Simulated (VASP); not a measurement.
Crystal: BaZrO3.

```
Ba Zr O
1.0
     4.15163    0.00000    0.00000
    -2.07581    3.59541    0.00000
     0.00000    0.00000    7.78418
Ba Zr O
1 1 3
Cartesian
  0.0000 0.0000 3.8921
  0.0000 2.3969 0.0000
  2.0758 1.1985 3.8921
  0.0000 2.3969 5.8890
  0.0000 2.3969 1.8951
```

| Property | Result |
| --- | --- |
| Program | VASP 6.6.1 |
| Task | relaxation of cell and atoms |
| Functional | PBE |
| Potentials or basis | VASP PAW PBE potentials, release 64 (Ba_sv, Zr_sv, O) |
| Cutoff | 600 eV |
| k mesh | 12 × 12 × 6 |
| Occupations | gaussian, width 0.1 eV |
| Spin | no spin polarisation |

At the start: pressure 1.3 GPa; volume 23.24 Å³/atom.

Q: Where does the relaxation end?

A: Over 4 steps the energy falls by 3.3 meV/atom and the volume is 24.01 Å³/atom (+3.3 %); space group P-6m2 (No. 187, to 0.05 Å).

Step by step:
```tsv
step	energy change (eV)	largest force (eV/Å)	pressure (GPa)	volume (Å³)
1	0.0000	0.0944	1.25	116.19
2	-0.0093	0.3996	-0.41	119.27
3	-0.0100	0.2965	-0.07	118.61
4	-0.0167	0.0040	0.02	120.05
```

Final structure:
```
Ba Zr O
1.0
     4.21501    0.00000    0.00000
    -2.10751    3.65031    0.00000
     0.00000    0.00000    7.80249
Ba Zr O
1 1 3
Direct
  0.00000 0.00000 0.50000
  0.33333 0.66667 0.00000
  0.66667 0.33333 0.50000
  0.33333 0.66667 0.75675
  0.33333 0.66667 0.24325
```
